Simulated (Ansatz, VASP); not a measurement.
**Two plane-wave programs on Cd**

```
Cd
1.0
     3.00045    0.00000    0.00000
    -1.50023    2.59847    0.00000
     0.00000    0.00000   11.87691
Cd
4
Direct
  0.00000 0.00000 0.00000
  0.33333 0.66667 0.25000
  0.00000 0.00000 0.50000
  0.66667 0.33333 0.75000
```

Alike in both runs: functional PBE; k mesh 12 × 12 × 4; occupations gaussian, width 0.1 eV; no spin polarisation.

Ansatz relaxed the structure, and its values are those at the end. VASP's run is a single point on that final structure, the one shown.

|  | VASP | Ansatz |
| --- | --- | --- |
| version | VASP 6.6.1 | Ansatz 0.2.0 |
| potentials or method | VASP PAW PBE potentials, release 64 (Cd), cutoff 520 eV | scalar-relativistic, plane waves, PAW |
| valence electrons in the cell | 48 | 80 |

```tsv
	VASP	Ansatz	Ansatz less VASP
gap on the k mesh at the Fermi level (eV)	none	none	-
pressure (GPa)	0.3	0.0	-0.29
```

A gap of «none» marks a metal or a gap that the smearing closes. With one functional, cell and mesh, what is left measures potentials, basis and numerics. VASP's potentials hold 48 valence electrons a cell and Ansatz's 80, so a difference there can come from the potentials and not from the codes.
